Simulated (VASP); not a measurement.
# CaF2 (Fm-3m) in VASP: further runs

The runs below take CaF2 through single point, with LDA.

All numbers are computed with VASP 6.6.1; they aren't measurements. Logs are shortened: lines on timing, memory, paths and dates and some standing lists are left out, and cuts for length are marked.

**1. The cell of the first run**

The structure is cubic, space group Fm-3m (No. 225). The conventional cell has a = 5.389 Å, b = 5.389 Å, c = 5.389 Å, α = 90.00°, β = 90.00°, γ = 90.00°. Ca (site symmetry m-3m) has 8 F at 2.33 Å within 3.1 Å. F (site symmetry -43m) has 4 Ca at 2.33 Å and 6 F at 2.69 Å within 3.1 Å.

**2. Single point, LDA (13.04 Å³/atom)**

The input, INCAR:

```
PREC = Accurate
ENCUT = 600
EDIFF = 1E-6
ISMEAR = -1
SIGMA = 0.03
LREAL = False
LASPH = True
NELM = 120
ALGO = Normal
ISIF = 2
LWAVE = False
LCHARG = False
NBANDS = 19
GGA_COMPAT = False
```

The input, KPOINTS:

```
Automatic mesh
0
Gamma
  10 10 10
```

The input, POSCAR:

```
CaF2
1.0
    0.0000000000      2.6943366912      2.6943366912
    2.6943366912      0.0000000000      2.6943366912
    2.6943366912      2.6943366912      0.0000000000
Ca F
1 2
Direct
    0.0000000000      0.0000000000      0.0000000000
    0.2500000000      0.2500000000      0.2500000000
    0.7500000000      0.7500000000      0.7500000000
```

Potentials or basis: VASP PAW LDA potentials, release 64 (Ca_sv, F).

Command:

```bash
$ cat potpaw_LDA.64/Ca_sv/POTCAR potpaw_LDA.64/F/POTCAR > POTCAR
$ mpirun -np 1 vasp_std > vasp.out
```

OUTCAR:

```text
PREC = Accurate
   ENCUT = 600
   EDIFF = 1E-6
   ISMEAR = -1
   LREAL = False
   LASPH = True
   NELM = 120
   ISIF = 2

 ion  position               nearest neighbor table
   1  0.000  0.000  0.000-   3 2.33   3 2.33   3 2.33   2 2.33   3 2.33   2 2.33   2 2.33   2 2.33

   2  0.250  0.250  0.250-   1 2.33   1 2.33   1 2.33   1 2.33
   3  0.750  0.750  0.750-   1 2.33   1 2.33   1 2.33   1 2.33

  LATTYP: Found a face centered cubic cell.
 ALAT       =     5.3886733824

  Lattice vectors:

 A1 = (   0.0000000000,   2.6943366912,   2.6943366912)
 A2 = (   2.6943366912,   0.0000000000,   2.6943366912)
 A3 = (   2.6943366912,   2.6943366912,   0.0000000000)

Analysis of symmetry for initial positions (statically):
=====================================================================
 Subroutine PRICEL returns:
 Original cell was already a primitive cell.

 Routine SETGRP: Setting up the symmetry group for a
 face centered cubic supercell.

 Subroutine GETGRP returns: Found 48 space group operations
 (whereof 48 operations were pure point group operations)
 out of a pool of 48 trial point group operations.

The static configuration has the point symmetry O_h .

Analysis of symmetry for dynamics (positions and initial velocities):
=====================================================================
 Subroutine PRICEL returns:
 Original cell was already a primitive cell.

 Routine SETGRP: Setting up the symmetry group for a
 face centered cubic supercell.

 Subroutine GETGRP returns: Found 48 space group operations
 (whereof 48 operations were pure point group operations)
 out of a pool of 48 trial point group operations.

The dynamic configuration has the point symmetry O_h .

 Subroutine INISYM returns: Found 48 space group operations
 (whereof 48 operations are pure point group operations),
 and found     1 'primitive' translations

----------------------------------------------------------------------------------------

                                     Primitive cell

  volume of cell :      39.1188

  direct lattice vectors                    reciprocal lattice vectors
     0.000000000  2.694336691  2.694336691    -0.185574432  0.185574432  0.185574432
     2.694336691  0.000000000  2.694336691     0.185574432 -0.185574432  0.185574432
     2.694336691  2.694336691  0.000000000     0.185574432  0.185574432 -0.185574432

  length of vectors
     3.810367490  3.810367490  3.810367490     0.321424344  0.321424344  0.321424344

  position of ions in fractional coordinates (direct lattice)
     0.000000000  0.000000000  0.000000000
     0.250000000  0.250000000  0.250000000
     0.750000000  0.750000000  0.750000000

  ion indices of the primitive-cell ions
   primitive index   ion index
                 1           1
                 2           2
                 3           3

----------------------------------------------------------------------------------------

 KPOINTS: Automatic mesh

Automatic generation of k-mesh.
 Grid dimensions read from file:
 generate k-points for:   10   10   10

 Generating k-lattice:

  Cartesian coordinates                     Fractional coordinates (reciprocal lattice)
    -0.018557443  0.018557443  0.018557443     0.100000000  0.000000000  0.000000000
     0.018557443 -0.018557443  0.018557443     0.000000000  0.100000000  0.000000000
     0.018557443  0.018557443 -0.018557443     0.000000000  0.000000000  0.100000000

  Length of vectors
     0.032142434  0.032142434  0.032142434

  Shift w.r.t. Gamma in fractional coordinates (k-lattice)
     0.000000000  0.000000000  0.000000000

 Subroutine IBZKPT returns following result:
 ===========================================

 Found     47 irreducible k-points:

 Following reciprocal coordinates:
            Coordinates               Weight
  0.000000  0.000000  0.000000      1.000000
  0.100000  0.000000  0.000000      8.000000
  0.200000  0.000000  0.000000      8.000000
  0.300000  0.000000  0.000000      8.000000
  0.400000  0.000000  0.000000      8.000000
  0.500000  0.000000  0.000000      4.000000
[... 16 lines left out ...]
  0.300000  0.300000  0.000000      6.000000
  0.400000  0.300000  0.000000     24.000000
 [... further k-points ...]
   k-points           NKPTS =     47   k-points in BZ     NKDIM =     47   number of bands    NBANDS=     19
   number of dos      NEDOS =    301   number of ions     NIONS =      3
   total plane-waves  NPLWV =  27000
   dimension x,y,z NGX =    30 NGY =   30 NGZ =   30
   dimension x,y,z NGXF=    60 NGYF=   60 NGZF=   60
   ions per type =               1   2
   NGX,Y,Z   is equivalent  to a cutoff of  13.09, 13.09, 13.09 a.u.
   NGXF,Y,Z  is equivalent  to a cutoff of  26.18, 26.18, 26.18 a.u.
 SYSTEM =  unknown system
   PREC   = accura    normal or accurate (medium, high low for compatibility)
   ISTART =      0    job   : 0-new  1-cont  2-samecut
   ICHARG =      2    charge: 1-file 2-atom 10-const
   ISPIN  =      1    spin polarized calculation?
   LNONCOLLINEAR =      F non collinear calculations
   LSORBIT =      F    spin-orbit coupling
   LASPH  =      T    aspherical Exc in radial PAW
   ENCUT  =  600.0 eV  44.10 Ry    6.64 a.u.   7.61  7.61  7.61*2*pi/ulx,y,z
   NELM   =    120;   NELMIN=  2; NELMDL= -5     # of ELM steps
   EDIFF  = 0.1E-05   stopping-criterion for ELM
   LREAL  =      F    real-space projection
   EDIFFG = 0.1E-04   stopping-criterion for IOM
   NSW    =      0    number of steps for IOM
   IBRION =     -1    ionic relax: 0-MD 1-quasi-New 2-CG
   NFREE  =      0    steps in history (QN), initial steepest desc. (CG)
   ISIF   =      2    stress and relaxation
   ISYM   =      2    0-nonsym 1-usesym 2-fastsym
   POTIM  = 0.5000    time-step for ionic-motion
   TEBEG  =    0.0;   TEEND  =   0.0 temperature during run
   PSTRESS=    0.0 pullay stress
   NELECT =      24.0000    total number of electrons
   NUPDOWN=      -1.0000    fix difference up-down
   EMIN   =  10.00;   EMAX   =-10.00  energy-range for DOS
   EFERMI =   0.00;   METHOD = LEGACY
   ISMEAR =    -1;   SIGMA  =   0.03  broadening in eV -4-tet -1-fermi 0-gaus
   EFERMI_NEDOS =   21; number of points for ismear=-14 and -15
   IALGO  =     38    algorithm
   IMIX   =      4    mixing-type and parameters
     AMIX     =   0.40;   BMIX     =  1.00
     AMIX_MAG =   1.60;   BMIX_MAG =  1.00
  volume/ion in A,a.u.               =      13.04        88.00
  Fermi-wavevector in a.u.,A,eV,Ry     =   1.391073  2.628748 26.328433  1.935085
  Thomas-Fermi vector in A             =   2.514947
   LORBIT       =      0    0 simple, 1 ext, 2 COOP (PROOUT), +10 PAW based schemes
   GGA     = CA    functional components
   LHFCALC =     F    Hartree Fock is set to
   AEXX    =    0.0000 exact exchange contribution
   IVDW    =     0    specifies the selected vdW correction
   LEPSILON=     F    determine dielectric tensor
   LRPA    =     F    only Hartree local field effects (RPA)
 non-spin polarized calculation
  energy-cutoff  :      600.00
  volume of cell :       39.12
 maximum number of plane-waves:      1326
   NGX = 15   NGY = 15   NGZ = 15

 number of electron      23.9999982 magnetization

 Free energy of the ion-electron system (eV)
  ---------------------------------------------------
  ext. energy  EPLUGINS =         0.00000000
  ---------------------------------------------------
  free energy    TOTEN  =       -19.00422543 eV

  energy without entropy =      -19.00422543  energy(sigma->0) =      -19.00422543

 E-fermi :  -0.4139     XC(G=0): -10.5763

 val. band max:       -1.1364028653   @ k =   0.5000   0.5000   0.0000
 cond. band min:       6.0080649598   @ k =   0.0000   0.0000   0.0000
 fundamental gap:      7.1444678251
 Fermi energy:        -0.4138772838

 k-point     1 :       0.0000    0.0000    0.0000
  band No.  band energies     occupation
      1     -36.3815      2.00000
      2     -20.7689      2.00000
      3     -19.8844      2.00000
      4     -17.6222      2.00000
      5     -17.6222      2.00000
      6     -17.6222      2.00000
[... 11 lines left out ...]
     18      10.3806      0.00000
     19      15.6865      0.00000

 k-point     2 :       0.1000    0.0000    0.0000
  band No.  band energies     occupation
      1     -36.3771      2.00000
      2     -20.8029      2.00000
      3     -19.9138      2.00000
      4     -17.6274      2.00000
      5     -17.6274      2.00000
      6     -17.5691      2.00000
[... 11 lines left out ...]
     18      10.3505      0.00000
     19      15.2085      0.00000

 k-point     3 :       0.2000    0.0000    0.0000
  band No.  band energies     occupation
      1     -36.3654      2.00000
      2     -20.8742      2.00000
      3     -20.0108      2.00000
      4     -17.6411      2.00000
      5     -17.6411      2.00000
      6     -17.4248      2.00000
[... 11 lines left out ...]
     18      10.2723      0.00000
     19      14.2306      0.00000

 k-point     4 :       0.3000    0.0000    0.0000
  band No.  band energies     occupation
      1     -36.3510      2.00000
      2     -20.9308      2.00000
      3     -20.1636      2.00000
      4     -17.6579      2.00000
      5     -17.6579      2.00000
      6     -17.2398      2.00000
[... 11 lines left out ...]
     18      10.1761      0.00000
     19      13.3123      0.00000

 k-point     5 :       0.4000    0.0000    0.0000
  band No.  band energies     occupation
      1     -36.3393      2.00000
      2     -20.9483      2.00000
      3     -20.3142      2.00000
      4     -17.6714      2.00000
      5     -17.6714      2.00000
      6     -17.0873      2.00000
[... 11 lines left out ...]
     18      10.0988      0.00000
     19      12.8223      0.00000
[... 334 lines left out ...]
      2     -20.8997      2.00000
      3     -20.4517      2.00000
      4     -17.6769      2.00000
      5     -17.4642      2.00000
      6     -17.2155      2.00000
[... 11 lines left out ...]
     18      10.7967      0.00000
     19      13.6251      0.00000

 k-point    22 :      -0.2000    0.2000    0.0000
  band No.  band energies     occupation
      1     -36.3460      2.00000
      2     -20.9284      2.00000
      3     -20.2517      2.00000
      4     -17.6571      2.00000
      5     -17.5395      2.00000
      6     -17.2925      2.00000
[... 11 lines left out ...]
     18      10.3993      0.00000
     19      14.0060      0.00000

 k-point    23 :       0.3000    0.3000    0.0000
  band No.  band energies     occupation
      1     -36.3409      2.00000
      2     -21.0545      2.00000
      3     -20.1223      2.00000
      4     -17.7117      2.00000
      5     -17.7117      2.00000
      6     -17.0886      2.00000
[... 11 lines left out ...]
     18      10.0824      0.00000
     19      15.3613      0.00000

 k-point    24 :       0.4000    0.3000    0.0000
  band No.  band energies     occupation
      1     -36.3317      2.00000
      2     -21.0819      2.00000
      3     -20.2248      2.00000
      4     -17.7273      2.00000
      5     -17.6831      2.00000
      6     -17.0032      2.00000
[... 11 lines left out ...]
     18      10.4314      0.00000
     19      14.8475      0.00000

 [... further k-points ...]
[... 5 lines left out ...]
  --------------------------------------------------------------------------------------
  -------------------------------------------------------------------------------------
  Total       -0.7052947     -0.7052947     -0.7052947      0.0000000     -0.0000000      0.0000000
  in kB      -28.8865463    -28.8865463    -28.8865463      0.0000000     -0.0000000      0.0000000
  external PRESSURE =     -28.8865463 kB  Pullay stress =       0.0000000 kB

 VOLUME and BASIS-vectors are now :
 -----------------------------------------------------------------------------
  energy-cutoff  :      600.00
  volume of cell :       39.12
      direct lattice vectors                 reciprocal lattice vectors
     0.000000000  2.694336691  2.694336691    -0.185574432  0.185574432  0.185574432
     2.694336691  0.000000000  2.694336691     0.185574432 -0.185574432  0.185574432
     2.694336691  2.694336691  0.000000000     0.185574432  0.185574432 -0.185574432

 POSITION                                       TOTAL-FORCE (eV/Angst)
 -----------------------------------------------------------------------------------
      0.00000      0.00000      0.00000        -0.000000     -0.000000     -0.000000
      1.34717      1.34717      1.34717        -0.000000      0.000000     -0.000000
      4.04151      4.04151      4.04151         0.000000     -0.000000      0.000000
 -----------------------------------------------------------------------------------
    total drift:                                0.000000     -0.000000      0.000000

  FREE ENERGIE OF THE ION-ELECTRON SYSTEM (eV)
  ---------------------------------------------------
  free  energy   TOTEN  =       -19.0042254346 eV

  energy  without entropy=      -19.0042254346  energy(sigma->0) =      -19.00422543
```

It took 22 s on 1 thread of Intel Xeon Platinum 8559C (Emerald Rapids), shared host; peak memory 0.17 GiB.

Results:

* Free energy: -19.0042 eV
* Pressure: -2.9 GPa
* Band gap on the k mesh: 7.14 eV (least direct gap 7.41 eV)

A k mesh can miss the band edges.

**3. Single point, LDA (13.45 Å³/atom)**

This run uses another cell than the first one, of 13.45 Å³/atom.

The input, INCAR:

```
PREC = Accurate
ENCUT = 600
EDIFF = 1E-6
ISMEAR = -1
SIGMA = 0.03
LREAL = F
LASPH = T
NELM = 120
ALGO = Normal
ISIF = 2
LWAVE = F
LCHARG = F
NBANDS = 19
GGA_COMPAT = F
```

KPOINTS is that of step 2.

The input, POSCAR:

```
CaF2
1.0
    0.0000000000      2.7221153164      2.7221153164
    2.7221153164      0.0000000000      2.7221153164
    2.7221153164      2.7221153164      0.0000000000
Ca F
1 2
Direct
    0.0000000000      0.0000000000      0.0000000000
    0.2500000000      0.2500000000      0.2500000000
    0.7500000000      0.7500000000      0.7500000000
```

Potentials or basis: VASP PAW LDA potentials, release 64 (Ca_sv, F).

Command:

```bash
$ cat potpaw_LDA.64/Ca_sv/POTCAR potpaw_LDA.64/F/POTCAR > POTCAR
$ mpirun -np 1 vasp_std > vasp.out
```

It took 18 s on 1 thread of Intel Xeon Platinum 8559C (Emerald Rapids), shared host; peak memory 0.17 GiB.

It converged, with:

```yaml
Free_energy: -18.9754 eV
Pressure: -5.4 GPa
Band_gap_on_the_k_mesh: 6.96 eV (least direct gap 7.22 eV)
```

Levels at points of the mesh, in eV from the valence-band top:
```tsv
k point	band 9	band 10	band 11	band 12	band 13	band 14	band 15	band 16
(0.00, 0.00, 0.00)	-2.20	-0.26	-0.26	-0.26	6.96	9.07	9.07	11.27
(0.50, 0.00, 0.00)	-1.34	-1.29	-0.86	-0.86	9.30	9.30	9.71	10.35
(0.50, 0.50, 0.00)	-1.69	-0.38	-0.38	0.00	7.89	9.48	10.07	10.90
```

Caveat: the cell stands under tension. A k mesh can miss the band edges.

(Continued in part 2 of 2.)
